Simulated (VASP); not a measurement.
# BAs (F-43m) in VASP: notebook

BAs is run at these levels: PBE; tasks: single point.

All numbers are computed with VASP 6.6.1; they aren't measurements. Logs are shortened: lines on timing, memory, paths and dates and some standing lists are left out, and cuts for length are marked.

## Step 1: The cell of the first run

It takes space group F-43m (No. 216, cubic). Conventional cell: a = 4.679 Å, b = 4.679 Å, c = 4.679 Å, α = 90.00°, β = 90.00°, γ = 90.00°. As (site symmetry -43m) has 4 B at 2.03 Å within 2.7 Å. B (site symmetry -43m) has 4 As at 2.03 Å within 2.7 Å.

## Step 2: Single point, PBE, non-collinear spin, zero start, spin-orbit coupling

Input file INCAR:

```
  PREC = Accurate
  ENCUT = 520
  EDIFF = 1E-7
  ISMEAR = -1
  SIGMA = 0.05
  LREAL = False
  LASPH = True
  NELM = 150
  ALGO = Normal
  ISIF = 2
  LWAVE = False
  LCHARG = True
  MAGMOM = 0 0 0 0 0 0
  LORBIT = 11
  LSORBIT = True
  GGA_COMPAT = False
  LORBMOM = True
  GGA = PE
  LVHAR = True
  NBANDS = 20
```

Input file KPOINTS:

```
regular mesh
0
Gamma
  10 10 10
```

Input file POSCAR:

```
BAs
1.0
    0.0000000000      2.3397414207      2.3397414207
    2.3397414207      0.0000000000      2.3397414207
    2.3397414207      2.3397414207      0.0000000000
As B
1 1
Direct
    0.7500000000      0.7500000000      0.7500000000
    0.0000000000      0.0000000000      0.0000000000
```

Potentials or basis: VASP PAW PBE potentials, release 64 (As, B).

On the command line:

```console
> cat potpaw_PBE.64/As/POTCAR potpaw_PBE.64/B/POTCAR > POTCAR
> mpirun -np 1 vasp_ncl > vasp.out
```

OUTCAR:

```text
PREC = Accurate
   ENCUT = 520
   EDIFF = 1E-7
   ISMEAR = -1
   LREAL = False
   LASPH = True
   NELM = 150
   ISIF = 2
   LORBIT = 11
   LSORBIT = True
   GGA = PE

 ion  position               nearest neighbor table
   1  0.750  0.750  0.750-   2 2.03   2 2.03   2 2.03   2 2.03
   2  0.000  0.000  0.000-   1 2.03   1 2.03   1 2.03   1 2.03

  LATTYP: Found a face centered cubic cell.
 ALAT       =     4.6794828414

  Lattice vectors:

 A1 = (   0.0000000000,   2.3397414207,   2.3397414207)
 A2 = (   2.3397414207,   0.0000000000,   2.3397414207)
 A3 = (   2.3397414207,   2.3397414207,   0.0000000000)

Analysis of symmetry for initial positions (statically):
=====================================================================
 Subroutine PRICEL returns:
 Original cell was already a primitive cell.

 Routine SETGRP: Setting up the symmetry group for a
 face centered cubic supercell.

 Subroutine GETGRP returns: Found 24 space group operations
 (whereof 24 operations were pure point group operations)
 out of a pool of 48 trial point group operations.

The static configuration has the point symmetry T_d .

Analysis of symmetry for dynamics (positions and initial velocities):
=====================================================================
 Subroutine PRICEL returns:
 Original cell was already a primitive cell.

 Routine SETGRP: Setting up the symmetry group for a
 face centered cubic supercell.

 Subroutine GETGRP returns: Found 24 space group operations
 (whereof 24 operations were pure point group operations)
 out of a pool of 48 trial point group operations.

The dynamic configuration has the point symmetry T_d .

Analysis of structural, dynamic, and magnetic symmetry:
=====================================================================
 Subroutine PRICEL returns:
 Original cell was already a primitive cell.

 Routine SETGRP: Setting up the symmetry group for a
 face centered cubic supercell.

 Subroutine GETGRP returns: Found 24 space group operations
 (whereof 24 operations were pure point group operations)
 out of a pool of 48 trial point group operations.

The overall configuration has the point symmetry T_d .

 Subroutine INISYM returns: Found 24 space group operations
 (whereof 24 operations are pure point group operations),
 and found     1 'primitive' translations

----------------------------------------------------------------------------------------

                                     Primitive cell

  volume of cell :      25.6173

  direct lattice vectors                    reciprocal lattice vectors
     0.000000000  2.339741421  2.339741421    -0.213698828  0.213698828  0.213698828
     2.339741421  0.000000000  2.339741421     0.213698828 -0.213698828  0.213698828
     2.339741421  2.339741421  0.000000000     0.213698828  0.213698828 -0.213698828

  length of vectors
     3.308894050  3.308894050  3.308894050     0.370137228  0.370137228  0.370137228

  position of ions in fractional coordinates (direct lattice)
     0.750000000  0.750000000  0.750000000
     0.000000000  0.000000000  0.000000000

  ion indices of the primitive-cell ions
   primitive index   ion index
                 1           1
                 2           2

----------------------------------------------------------------------------------------

 KPOINTS: regular mesh

Automatic generation of k-mesh.
 Grid dimensions read from file:
 generate k-points for:   10   10   10

 Generating k-lattice:

  Cartesian coordinates                     Fractional coordinates (reciprocal lattice)
    -0.021369883  0.021369883  0.021369883     0.100000000  0.000000000  0.000000000
[... 97 lines left out ...]

 number of electron       8.0000000 magnetization      -0.0000000     -0.0000000     -0.0000000

 number of electron       8.0000000 magnetization      -0.0000000      0.0000000     -0.0000000

 number of electron       8.0000000 magnetization       0.0000000     -0.0000000      0.0000000

 Free energy of the ion-electron system (eV)
  ---------------------------------------------------
  ext. energy  EPLUGINS =         0.00000000
  ---------------------------------------------------
  free energy    TOTEN  =       -11.33202710 eV

  energy without entropy =      -11.33202687  energy(sigma->0) =      -11.33202699

 E-fermi :   7.3858     XC(G=0): -10.8542

 val. band max:        6.8894478064   @ k =   0.0000   0.0000   0.0000
 cond. band min:       7.9368659881   @ k =   0.4000   0.4000   0.0000
 fundamental gap:      1.0474181816
 Fermi energy:         7.3857504681

 k-point     1 :       0.0000    0.0000    0.0000
  band No.  band energies     occupation
      1      -9.1541      1.00000
      2      -9.1541      1.00000
      3       6.6902      1.00000
      4       6.6902      1.00000
      5       6.8894      0.99995
      6       6.8894      0.99995
[... 541 lines left out ...]
     19      18.8615      0.00000
     20      18.8795      0.00000

 [... further k-points ...]

------------------------ aborting loop because EDIFF is reached ----------------------------------------

  FORCE on cell =-STRESS in cart. coord.  units (eV):
  Direction    XX          YY          ZZ          XY          YZ          ZX
  --------------------------------------------------------------------------------------
  -------------------------------------------------------------------------------------
  Total        2.1833394      2.1833394      2.1833394      0.0000000     -0.0000000      0.0000000
  in kB      136.5520590    136.5520590    136.5520590      0.0000000     -0.0000000      0.0000000
  external PRESSURE =     136.5520590 kB  Pullay stress =       0.0000000 kB

 VOLUME and BASIS-vectors are now :
 -----------------------------------------------------------------------------
  energy-cutoff  :      520.00
  volume of cell :       25.62
      direct lattice vectors                 reciprocal lattice vectors
     0.000000000  2.339741421  2.339741421    -0.213698828  0.213698828  0.213698828
     2.339741421  0.000000000  2.339741421     0.213698828 -0.213698828  0.213698828
     2.339741421  2.339741421  0.000000000     0.213698828  0.213698828 -0.213698828

 POSITION                                       TOTAL-FORCE (eV/Angst)
 -----------------------------------------------------------------------------------
      3.50961      3.50961      3.50961        -0.000000     -0.000000     -0.000000
      0.00000      0.00000      0.00000         0.000000      0.000000      0.000000
 -----------------------------------------------------------------------------------
    total drift:                                0.000000      0.000000      0.000000

  FREE ENERGIE OF THE ION-ELECTRON SYSTEM (eV)
  ---------------------------------------------------
  free  energy   TOTEN  =       -11.3320271011 eV

  energy  without entropy=      -11.3320268703  energy(sigma->0) =      -11.33202699

 orbital moment (x)

 # of ion     p       d       tot
 ----------------------------------------
  1        -0.000  -0.000  -0.000
  2        -0.000   0.000  -0.000
 ----------------------------------------
           -0.000  -0.000  -0.000

 orbital moment (y)

 # of ion     p       d       tot
 ----------------------------------------
  1         0.000   0.000   0.000
  2        -0.000   0.000  -0.000
 ----------------------------------------
           -0.000   0.000  -0.000

 orbital moment (z)

 # of ion     p       d       tot
 ----------------------------------------
  1        -0.000   0.000  -0.000
  2         0.000   0.000   0.000
 ----------------------------------------
            0.000   0.000   0.000

 Spin-Orbit-Coupling matrix elements

 Ion:    1  E_soc:     -0.0212472
 l=   1
     0.0000000    -0.0035126    -0.0035126
    -0.0035126     0.0000000    -0.0035126
    -0.0035126    -0.0035126     0.0000000
 l=   2
     0.0000000    -0.0000142     0.0000000    -0.0000142    -0.0000144
    -0.0000142     0.0000000    -0.0000108    -0.0000142    -0.0000036
     0.0000000    -0.0000108     0.0000000    -0.0000108     0.0000000
    -0.0000142    -0.0000142    -0.0000108     0.0000000    -0.0000036
    -0.0000144    -0.0000036     0.0000000    -0.0000036     0.0000000
 l=   3
     0.0000000     0.0000000     0.0000000     0.0000000     0.0000000     0.0000000     0.0000000
     0.0000000     0.0000000     0.0000000     0.0000000     0.0000000     0.0000000     0.0000000
     0.0000000     0.0000000     0.0000000     0.0000000     0.0000000     0.0000000     0.0000000
     0.0000000     0.0000000     0.0000000     0.0000000     0.0000000     0.0000000     0.0000000
     0.0000000     0.0000000     0.0000000     0.0000000     0.0000000     0.0000000     0.0000000
     0.0000000     0.0000000     0.0000000     0.0000000     0.0000000     0.0000000     0.0000000
     0.0000000     0.0000000     0.0000000     0.0000000     0.0000000     0.0000000     0.0000000

 Ion:    2  E_soc:     -0.0000101
 l=   1
     0.0000000    -0.0000017    -0.0000017
    -0.0000017     0.0000000    -0.0000017
    -0.0000017    -0.0000017     0.0000000
 l=   2
     0.0000000     0.0000000     0.0000000     0.0000000     0.0000000
     0.0000000     0.0000000     0.0000000     0.0000000     0.0000000
     0.0000000     0.0000000     0.0000000     0.0000000     0.0000000
     0.0000000     0.0000000     0.0000000     0.0000000     0.0000000
     0.0000000     0.0000000     0.0000000     0.0000000     0.0000000
 l=   3
     0.0000000     0.0000000     0.0000000     0.0000000     0.0000000     0.0000000     0.0000000
     0.0000000     0.0000000     0.0000000     0.0000000     0.0000000     0.0000000     0.0000000
     0.0000000     0.0000000     0.0000000     0.0000000     0.0000000     0.0000000     0.0000000
     0.0000000     0.0000000     0.0000000     0.0000000     0.0000000     0.0000000     0.0000000
     0.0000000     0.0000000     0.0000000     0.0000000     0.0000000     0.0000000     0.0000000
     0.0000000     0.0000000     0.0000000     0.0000000     0.0000000     0.0000000     0.0000000
     0.0000000     0.0000000     0.0000000     0.0000000     0.0000000     0.0000000     0.0000000

 total charge

# of ion       s       p       d       tot
------------------------------------------
    1        1.171   1.715   0.102   2.988
    2        0.670   1.251   0.000   1.920
--------------------------------------------------
tot          1.841   2.965   0.102   4.908

 magnetization (x)

# of ion       s       p       d       tot
------------------------------------------
    1       -0.000  -0.000  -0.000  -0.000
    2        0.000   0.000   0.000   0.000
--------------------------------------------------
tot          0.000   0.000  -0.000   0.000

 magnetization (y)

# of ion       s       p       d       tot
------------------------------------------
    1       -0.000  -0.000  -0.000  -0.000
    2        0.000   0.000   0.000   0.000
--------------------------------------------------
tot         -0.000  -0.000  -0.000  -0.000

 magnetization (z)

# of ion       s       p       d       tot
------------------------------------------
    1       -0.000  -0.000   0.000   0.000
    2        0.000  -0.000   0.000   0.000
--------------------------------------------------
tot          0.000  -0.000   0.000   0.000
```

Wall time 65 s (1 thread of Intel Xeon 6975P-C (Granite Rapids), shared host); peak memory 0.26 GiB.

Results:

* Free energy: -11.3320 eV
* Pressure: 13.7 GPa
* Net moment: 0.00 μB per cell
* Valence electrons inside the program's atomic spheres: As 2.99; B 1.92

Moments on the atoms (μB; x, y, z):
```
As  0.00 0.00 0.00
B   0.00 0.00 0.00
```

## Step 3: Single point, PBE, non-collinear spin, zero start, spin-orbit coupling

This run uses another cell than the first one, of 13.08 Å³/atom, 1.021 times its volume.

Input file INCAR:

```
PREC = Accurate
ENCUT = 520
EDIFF = 1E-6
ISMEAR = -1
SIGMA = 0.05
LREAL = False
LASPH = True
NELM = 150
ALGO = Normal
ISIF = 2
LWAVE = False
LCHARG = True
LNONCOLLINEAR = True
MAGMOM = 0 0 0 0 0 0
LORBIT = 11
LSORBIT = True
GGA_COMPAT = False
LORBMOM = True
GGA = PE
LVHAR = True
NBANDS = 20
```

KPOINTS is that of step 2.

Input file POSCAR:

```
BAs
1.0
    0.0000000000      2.3562190158      2.3562190158
    2.3562190158      0.0000000000      2.3562190158
    2.3562190158      2.3562190158      0.0000000000
As B
1 1
Direct
    0.7500000000      0.7500000000      0.7500000000
    0.0000000000      0.0000000000      0.0000000000
```

Potentials or basis: VASP PAW PBE potentials, release 64 (As, B).

On the command line:

```console
> cat potpaw_PBE.64/As/POTCAR potpaw_PBE.64/B/POTCAR > POTCAR
> mpirun -np 1 vasp_ncl > vasp.out
```

OUTCAR:

```text
PREC = Accurate
   ENCUT = 520
   EDIFF = 1E-6
   ISMEAR = -1
   LREAL = False
   LASPH = True
   NELM = 150
   ISIF = 2
   LNONCOLLINEAR = True
   LORBIT = 11
   LSORBIT = True
   GGA = PE

 ion  position               nearest neighbor table
   1  0.750  0.750  0.750-   2 2.04   2 2.04   2 2.04   2 2.04
   2  0.000  0.000  0.000-   1 2.04   1 2.04   1 2.04   1 2.04

  LATTYP: Found a face centered cubic cell.
 ALAT       =     4.7124380316

  Lattice vectors:

 A1 = (   0.0000000000,   2.3562190158,   2.3562190158)
 A2 = (   2.3562190158,   0.0000000000,   2.3562190158)
 A3 = (   2.3562190158,   2.3562190158,   0.0000000000)

Analysis of symmetry for initial positions (statically):
=====================================================================
 Subroutine PRICEL returns:
 Original cell was already a primitive cell.

 Routine SETGRP: Setting up the symmetry group for a
 face centered cubic supercell.

 Subroutine GETGRP returns: Found 24 space group operations
 (whereof 24 operations were pure point group operations)
 out of a pool of 48 trial point group operations.
[... 815 lines left out ...]
     0.0000000     0.0000000     0.0000000     0.0000000     0.0000000     0.0000000     0.0000000
     0.0000000     0.0000000     0.0000000     0.0000000     0.0000000     0.0000000     0.0000000
     0.0000000     0.0000000     0.0000000     0.0000000     0.0000000     0.0000000     0.0000000
     0.0000000     0.0000000     0.0000000     0.0000000     0.0000000     0.0000000     0.0000000
     0.0000000     0.0000000     0.0000000     0.0000000     0.0000000     0.0000000     0.0000000
     0.0000000     0.0000000     0.0000000     0.0000000     0.0000000     0.0000000     0.0000000

 Ion:    2  E_soc:     -0.0000100
 l=   1
     0.0000000    -0.0000017    -0.0000017
    -0.0000017     0.0000000    -0.0000017
    -0.0000017    -0.0000017     0.0000000
 l=   2
     0.0000000     0.0000000     0.0000000     0.0000000     0.0000000
     0.0000000     0.0000000     0.0000000     0.0000000     0.0000000
     0.0000000     0.0000000     0.0000000     0.0000000     0.0000000
     0.0000000     0.0000000     0.0000000     0.0000000     0.0000000
     0.0000000     0.0000000     0.0000000     0.0000000     0.0000000
 l=   3
     0.0000000     0.0000000     0.0000000     0.0000000     0.0000000     0.0000000     0.0000000
     0.0000000     0.0000000     0.0000000     0.0000000     0.0000000     0.0000000     0.0000000
     0.0000000     0.0000000     0.0000000     0.0000000     0.0000000     0.0000000     0.0000000
     0.0000000     0.0000000     0.0000000     0.0000000     0.0000000     0.0000000     0.0000000
     0.0000000     0.0000000     0.0000000     0.0000000     0.0000000     0.0000000     0.0000000
     0.0000000     0.0000000     0.0000000     0.0000000     0.0000000     0.0000000     0.0000000
     0.0000000     0.0000000     0.0000000     0.0000000     0.0000000     0.0000000     0.0000000

 total charge

# of ion       s       p       d       tot
------------------------------------------
    1        1.172   1.697   0.097   2.965
    2        0.666   1.226   0.000   1.892
--------------------------------------------------
tot          1.838   2.923   0.097   4.857

 magnetization (x)

# of ion       s       p       d       tot
------------------------------------------
    1        0.000   0.000   0.000   0.000
    2        0.000  -0.000   0.000  -0.000
--------------------------------------------------
tot          0.000  -0.000   0.000  -0.000

 magnetization (y)

# of ion       s       p       d       tot
------------------------------------------
    1        0.000   0.000   0.000   0.000
    2        0.000  -0.000   0.000  -0.000
--------------------------------------------------
tot          0.000  -0.000   0.000  -0.000

 magnetization (z)

# of ion       s       p       d       tot
------------------------------------------
    1       -0.000  -0.000   0.000  -0.000
    2        0.000  -0.000   0.000  -0.000
--------------------------------------------------
tot          0.000  -0.000   0.000  -0.000
```

stdout:

```text
POSCAR found type information on POSCAR AsB
 POSCAR found :  2 types and       2 ions
 scaLAPACK will be used
 LDA part: xc-table for (Slater+PW92), standard interpolation
 POSCAR, INCAR and KPOINTS ok, starting setup
 FFT: planning ... GRIDC
 FFT: planning ... GRID_SOFT
 FFT: planning ... GRID
 WAVECAR not read
 entering main loop
```

It took 53 s on 1 thread of Intel Xeon 6975P-C (Granite Rapids), shared host; peak memory 0.27 GiB.

Results:

```yaml
Free_energy: -11.3721 eV
Pressure: 9.9 GPa
Net_moment: 0.00 μB per cell
Valence_electrons_inside_the_program's_atomic_spheres: As 2.96; B 1.89
```

Moments on the atoms (μB; x, y, z):
```
As  0.00 0.00 0.00
B   0.00 0.00 0.00
```

## Step 4: Single point, PBE, non-collinear spin, zero start, spin-orbit coupling

This run uses another cell than the first one, of 13.35 Å³/atom, 1.043 times its volume.

Input file INCAR:

```
PREC = Accurate
ENCUT = 520
EDIFF = 1E-6
ISMEAR = -1
SIGMA = 0.05
LREAL = F
LASPH = T
NELM = 150
ALGO = Normal
ISIF = 2
LWAVE = F
LCHARG = F
MAGMOM = 0 0 0 0 0 0
LORBIT = 11
LSORBIT = T
GGA_COMPAT = F
LORBMOM = T
GGA = PE
NBANDS = 20
```

Input file KPOINTS:

```
Automatic mesh
0
Gamma
  10 10 10
```

Input file POSCAR:

```
BAs
1.0
    0.0000000000      2.3724693156      2.3724693156
    2.3724693156      0.0000000000      2.3724693156
    2.3724693156      2.3724693156      0.0000000000
As B
1 1
Direct
    0.7500000000      0.7500000000      0.7500000000
    0.0000000000      0.0000000000      0.0000000000
```

On the command line:

```console
> cat potpaw_PBE.64/As/POTCAR potpaw_PBE.64/B/POTCAR > POTCAR
> mpirun -np 1 vasp_ncl > vasp.out
```

It took 53 s on 1 thread of Intel Xeon 6975P-C (Granite Rapids), shared host; peak memory 0.27 GiB.

The run converged. Its results:

```
Free energy                                           : -11.4000 eV
Pressure                                              : 6.5 GPa
Net moment                                            : 0.00 μB per cell
Valence electrons inside the program's atomic spheres : As 2.94; B 1.86
```

Moments on the atoms (μB; x, y, z):
```
As  0.00 0.00 0.00
B   0.00 0.00 0.00
```

[end of part 1 of 2]
